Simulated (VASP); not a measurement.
# Li16C (a cell with a defect) in VASP: single point with LDA

Aim: the single point of Li16C (a cell with a defect) with LDA.

Everything below comes from runs of VASP 6.6.1. Logs are shortened: lines on timing, memory, paths and dates and some standing lists are left out, and cuts for length are marked.

**1. The cell of the first run**

The cell holds a defect, 17 atoms: a = 6.980 Å, b = 6.980 Å, c = 6.980 Å, α = 90.00°, β = 90.00°, γ = 90.00°.

**2. Single point, LDA**

The input, INCAR:

```
SYSTEM = Li16C
ALGO = Normal
EDIFF = 1E-6
ENCUT = 520
ISIF = 2
ISMEAR = 0
LASPH = .True.
LCHARG = .False.
LREAL = Auto
LWAVE = .False.
NBANDS = 40
NELM = 100
PREC = Accurate
SIGMA = 0.1
```

The input, KPOINTS:

```
k-points
0
Gamma
  4 4 4
  0 0 0
```

The input, POSCAR:

```
Li16C
1.0
    6.9800000000      0.0000000000      0.0000000000
    0.0000000000      6.9800000000      0.0000000000
    0.0000000000      0.0000000000      6.9800000000
Li C
16 1
Direct
   -0.0933885387      0.0656030086      0.0006584527
    0.5434237822     -0.0067156160      0.0005793696
   -0.0868008596      0.4387243553      0.0006141834
    0.0232904011      0.0223302292      0.5005700573
    0.3367495702      0.2492270774      0.2032760745
    0.5267457020      0.5197534384      0.0005441261
    0.4901836676     -0.0326239255      0.5005244986
    0.7168941261      0.2607585960      0.2802414040
    0.0409765043      0.4714504298      0.5005689112
    0.2185865330      0.7586457020      0.2106885387
    0.3364866762      0.2491892550      0.7977656160
    0.4712863897      0.5322498567      0.5005385387
    0.7665740688      0.7313531519      0.2666379656
    0.7167997135      0.2607489971      0.7211557307
    0.2186479943      0.7586375358      0.7904021490
    0.7666117479      0.7314130372      0.7344703438
    0.6507385387      0.2611216332      0.0007259312
```

Potentials or basis: VASP PAW LDA potentials, release 64 (Li_sv, C).

On the command line:

```bash
> cat potpaw_LDA.64/Li_sv/POTCAR potpaw_LDA.64/C/POTCAR > POTCAR
> mpirun -np 1 vasp_std > vasp.out
```

OUTCAR:

```text
SYSTEM = Li16C
   EDIFF = 1E-6
   ENCUT = 520
   ISIF = 2
   ISMEAR = 0
   LASPH = .True.
   LREAL = Auto
   NELM = 100
   PREC = Accurate

 ion  position               nearest neighbor table
   1  0.907  0.066  0.001-  17 2.25   2 2.58
   2  0.543  0.993  0.001-  17 2.01   1 2.58
   3  0.913  0.439  0.001-  17 2.21
   4  0.023  0.022  0.501-
   5  0.337  0.249  0.203-
   6  0.527  0.520  0.001-  17 2.00
   7  0.490  0.967  0.501-
   8  0.717  0.261  0.280-  17 2.00
   9  0.041  0.471  0.501-
  10  0.219  0.759  0.211-
  11  0.336  0.249  0.798-
  12  0.471  0.532  0.501-
  13  0.767  0.731  0.267-
  14  0.717  0.261  0.721-  17 2.01
  15  0.219  0.759  0.790-
  16  0.767  0.731  0.734-
  17  0.651  0.261  0.001-   6 2.00   8 2.00  14 2.01   2 2.01   3 2.21   1 2.25

  LATTYP: Found a simple cubic cell.
 ALAT       =     6.9800000000

  Lattice vectors:

 A1 = (   6.9800000000,   0.0000000000,   0.0000000000)
 A2 = (   0.0000000000,   6.9800000000,   0.0000000000)
 A3 = (   0.0000000000,   0.0000000000,   6.9800000000)

Analysis of symmetry for initial positions (statically):
=====================================================================
 Subroutine PRICEL returns:
 Original cell was already a primitive cell.

 Routine SETGRP: Setting up the symmetry group for a
 simple cubic supercell.

 Subroutine GETGRP returns: Found  1 space group operations
 (whereof  1 operations were pure point group operations)
 out of a pool of 48 trial point group operations.

The static configuration has the point symmetry C_1 .

Analysis of symmetry for dynamics (positions and initial velocities):
=====================================================================
 Subroutine PRICEL returns:
 Original cell was already a primitive cell.

 Routine SETGRP: Setting up the symmetry group for a
 simple cubic supercell.

 Subroutine GETGRP returns: Found  1 space group operations
 (whereof  1 operations were pure point group operations)
 out of a pool of 48 trial point group operations.

The dynamic configuration has the point symmetry C_1 .

 Subroutine INISYM returns: Found  1 space group operations
 (whereof  1 operations are pure point group operations),
[... 125 lines left out ...]
   NELM   =    100;   NELMIN=  2; NELMDL= -5     # of ELM steps
   EDIFF  = 0.1E-05   stopping-criterion for ELM
   LREAL  =      T    real-space projection
   EDIFFG = 0.1E-04   stopping-criterion for IOM
   NSW    =      0    number of steps for IOM
   IBRION =     -1    ionic relax: 0-MD 1-quasi-New 2-CG
   NFREE  =      0    steps in history (QN), initial steepest desc. (CG)
   ISIF   =      2    stress and relaxation
   ISYM   =      2    0-nonsym 1-usesym 2-fastsym
   POTIM  = 0.5000    time-step for ionic-motion
   TEBEG  =    0.0;   TEEND  =   0.0 temperature during run
   PSTRESS=    0.0 pullay stress
   NELECT =      52.0000    total number of electrons
   NUPDOWN=      -1.0000    fix difference up-down
   EMIN   =  10.00;   EMAX   =-10.00  energy-range for DOS
   EFERMI =   0.00;   METHOD = LEGACY
   ISMEAR =     0;   SIGMA  =   0.10  broadening in eV -4-tet -1-fermi 0-gaus
   EFERMI_NEDOS =   21; number of points for ismear=-14 and -15
   IALGO  =     38    algorithm
   IMIX   =      4    mixing-type and parameters
     AMIX     =   0.40;   BMIX     =  1.00
     AMIX_MAG =   1.60;   BMIX_MAG =  1.00
  volume/ion in A,a.u.               =      20.00       134.99
  Fermi-wavevector in a.u.,A,eV,Ry     =   0.875428  1.654319 10.427158  0.766374
  Thomas-Fermi vector in A             =   1.995098
   LORBIT       =      0    0 simple, 1 ext, 2 COOP (PROOUT), +10 PAW based schemes
   GGA     = CA    functional components
   LHFCALC =     F    Hartree Fock is set to
   AEXX    =    0.0000 exact exchange contribution
   IVDW    =     0    specifies the selected vdW correction
   LEPSILON=     F    determine dielectric tensor
   LRPA    =     F    only Hartree local field effects (RPA)
 non-spin polarized calculation
 Gauss-broadening in eV      SIGMA  =   0.10
  energy-cutoff  :      520.00
  volume of cell :      340.07
 maximum number of plane-waves:      9183
 NGX is ok and might be reduce to    54
   NGX = 25   NGY = 25   NGZ = 25

 number of electron      51.9999984 magnetization

 Free energy of the ion-electron system (eV)
  ---------------------------------------------------
  ext. energy  EPLUGINS =         0.00000000
  ---------------------------------------------------
  free energy    TOTEN  =       -40.99389788 eV

  energy without entropy =      -40.96805233  energy(sigma->0) =      -40.98097510

 E-fermi :   0.4519     XC(G=0):  -7.1321

 val. band max:        0.4342446958   @ k =   0.5000   0.5000   0.2500
 cond. band min:       0.4523964065   @ k =   0.5000   0.0000   0.5000
 fundamental gap:      0.0181517107
 Fermi energy:         0.4519251482

 k-point     1 :       0.0000    0.0000    0.0000
  band No.  band energies     occupation
      1     -45.4310      2.00000
      2     -45.3852      2.00000
      3     -45.3829      2.00000
      4     -45.3589      2.00000
      5     -45.3410      2.00000
      6     -45.3374      2.00000
[... 973 lines left out ...]
     37       4.1120      0.00000
     38       4.3807      0.00000

 [... further k-points ...]

 [bands above 38 left out]

------------------------ aborting loop because EDIFF is reached ----------------------------------------

  FORCE on cell =-STRESS in cart. coord.  units (eV):
  Direction    XX          YY          ZZ          XY          YZ          ZX
  --------------------------------------------------------------------------------------
  -------------------------------------------------------------------------------------
  Total       -6.1108521     -3.2837612     -3.1166980     -0.1715523     -0.0052475      0.0049305
  in kB      -28.7902930    -15.4709109    -14.6838193     -0.8082408     -0.0247226      0.0232295
  external PRESSURE =     -19.6483410 kB  Pullay stress =       0.0000000 kB

 VOLUME and BASIS-vectors are now :
 -----------------------------------------------------------------------------
  energy-cutoff  :      520.00
  volume of cell :      340.07
      direct lattice vectors                 reciprocal lattice vectors
     6.980000000  0.000000000  0.000000000     0.143266476  0.000000000  0.000000000
     0.000000000  6.980000000  0.000000000     0.000000000  0.143266476  0.000000000
     0.000000000  0.000000000  6.980000000     0.000000000  0.000000000  0.143266476

 POSITION                                       TOTAL-FORCE (eV/Angst)
 -----------------------------------------------------------------------------------
      6.32815      0.45791      0.00460        -0.022626     -0.010518     -0.000554
      3.79310      6.93313      0.00404        -0.018233     -0.083594     -0.000931
      6.37413      3.06230      0.00429        -0.059520     -0.005206     -0.000420
      0.16257      0.15586      3.49398         0.041778      0.036210      0.000442
      2.35051      1.73961      1.41887         0.070761      0.015117     -0.058788
      3.67668      3.62788      0.00380         0.026940      0.045996     -0.001165
[... 9 lines left out ...]
      5.35095      5.10526      5.12660         0.016643      0.044688     -0.038497
      4.54216      1.82263      0.00507        -0.091643     -0.037930      0.000897
 -----------------------------------------------------------------------------------
    total drift:                               -0.005101      0.005151      0.006530

  FREE ENERGIE OF THE ION-ELECTRON SYSTEM (eV)
  ---------------------------------------------------
  free  energy   TOTEN  =       -40.9938978751 eV

  energy  without entropy=      -40.9680523263  energy(sigma->0) =      -40.98097510
```

OSZICAR:

```text
N       E                     dE             d eps       ncg     rms          rms(c)
DAV:   1     0.320940679156E+03    0.32094E+03   -0.22782E+04  2896   0.129E+03
DAV:   2     0.370217844456E+02   -0.28392E+03   -0.26641E+03  2936   0.349E+02
DAV:   3    -0.303253469229E+02   -0.67347E+02   -0.65940E+02  5048   0.906E+01
DAV:   4    -0.461608536469E+02   -0.15836E+02   -0.15645E+02  4912   0.651E+01
DAV:   5    -0.493371896745E+02   -0.31763E+01   -0.31754E+01  5072   0.202E+01    0.113E+01
DAV:   6    -0.416382911889E+02    0.76989E+01   -0.36288E+01  3744   0.145E+01    0.595E+00
DAV:   7    -0.412584398098E+02    0.37985E+00   -0.54583E+00  4400   0.567E+00    0.223E+00
DAV:   8    -0.410664940530E+02    0.19195E+00   -0.74612E-01  3848   0.232E+00    0.122E+00
DAV:   9    -0.409952523529E+02    0.71242E-01   -0.17193E-01  4104   0.126E+00    0.443E-01
DAV:  10    -0.409962100489E+02   -0.95770E-03   -0.70751E-02  3984   0.676E-01    0.317E-01
DAV:  11    -0.409972354028E+02   -0.10254E-02   -0.40609E-02  4184   0.425E-01    0.346E-01
DAV:  12    -0.409939340112E+02    0.33014E-02   -0.15514E-02  4064   0.256E-01    0.578E-02
DAV:  13    -0.409938912809E+02    0.42730E-04   -0.13791E-03  3776   0.103E-01    0.218E-02
DAV:  14    -0.409938977176E+02   -0.64366E-05   -0.19398E-04  3912   0.331E-02    0.678E-03
DAV:  15    -0.409938997427E+02   -0.20251E-05   -0.89724E-06  3392   0.949E-03    0.736E-03
DAV:  16    -0.409938978296E+02    0.19131E-05   -0.64674E-06  3256   0.638E-03    0.133E-03
DAV:  17    -0.409938978751E+02   -0.45436E-07   -0.92828E-07  2608   0.349E-03
   1 F= -.40993898E+02 E0= -.40980975E+02  d E =-.258455E-01
```

Run time: 7 min. Hardware: 1 thread of Intel Xeon 6975P-C (Granite Rapids), shared host; peak memory 0.47 GiB.

Results:

* Free energy: -40.9939 eV
* Largest force: 0.099 eV/Å
* Band gap on the k mesh: zero (bands 26 and 27 overlap by 0.28 eV)

Forces on the atoms (eV/Å):
```
Li  -0.023 -0.011 -0.001
Li  -0.018 -0.084 -0.001
Li  -0.060 -0.005  0.000
Li   0.042  0.036  0.000
Li   0.071  0.015 -0.059
Li   0.027  0.046 -0.001
Li  -0.027  0.013  0.001
Li  -0.005 -0.014  0.010
Li   0.005 -0.029  0.000
Li  -0.014 -0.012  0.002
Li   0.072  0.014  0.059
Li   0.005  0.004  0.002
Li   0.019  0.045  0.040
Li  -0.004 -0.013 -0.010
Li  -0.016 -0.011 -0.004
Li   0.017  0.045 -0.038
C   -0.092 -0.038  0.001
```

Caveat: the cutoff is under 1.25 times the usual one of these potentials, so pressure, stress and relaxed cells hold a basis-set (Pulay) error.
